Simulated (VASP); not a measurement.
Set up this calculation in VASP 6.6.1, as the native input.

```
Task                   : single point
Functional             : PBEsol
Potentials or basis    : VASP PAW PBE potentials, release 64 (Ni)
Cutoff                 : 520 eV
k mesh                 : 17 × 17 × 5
Occupations            : fermi-dirac, width 0.1 eV
Spin                   : no spin polarisation
Dipole correction      : no
Further INCAR settings : ALGO = Normal; EDIFF = 1e-07; NBANDS = 28
```

The structure of Ni lies in POSCAR:

```
Ni
1.0
    2.3431031985      0.0000000000      0.0000000000
   -1.1715515992      2.0291868935      0.0000000000
    0.0000000000      0.0000000000      7.6758944014
Ni
4
Direct
    1.0000000000      1.0000000000      0.0000000000
    1.0000000000      1.0000000000      0.5000000000
    0.3333333333      0.6666666667      0.2500000000
    0.6666666667      0.3333333333      0.7500000000
```

This isn't the form of Ni at room conditions, which is fcc.

One way to write it, as run:

INCAR

```
SYSTEM = Ni
PREC     = Accurate       ! precision mode
ENCUT    = 520            ! plane-wave cutoff, eV
EDIFF    = 1E-7           ! SCF threshold, eV
ISMEAR   = -1             ! smearing method
SIGMA    = 0.1            ! smearing width, eV
LREAL    = .FALSE.        ! projectors in reciprocal space
LASPH    = .TRUE.         ! aspherical terms in the spheres
NELM     = 100            ! most SCF steps
ALGO     = Normal         ! electronic algorithm
ISIF     = 2              ! what is computed and relaxed
LWAVE    = .FALSE.        ! write WAVECAR
LCHARG   = .FALSE.        ! write CHGCAR
GGA      = PS             ! functional
NBANDS   = 28             ! bands
```

KPOINTS

```
regular mesh
0
G
  17 17 5
  0 0 0
```

Potentials or basis: VASP PAW PBE potentials, release 64 (Ni).

Run with:

```sh
$ cat potpaw_PBE.64/Ni/POTCAR > POTCAR
$ mpirun -np 1 vasp_std > vasp.out
```

It gave:

| Property | Result |
| --- | --- |
| Pressure | 39.7 GPa |
| Band gap on the k mesh | zero (bands 20 and 21 overlap by 0.74 eV) |

Caveat: the cell stands under pressure; the PAW data sets were made with another functional, which shifts forces and pressure a little; the run has no spin polarisation, though such a crystal can be magnetic.

It took 57 s on 1 thread of Intel(R) Xeon(R) 6975P-C (Granite Rapids) (shared host), peak memory 0.2 GiB.
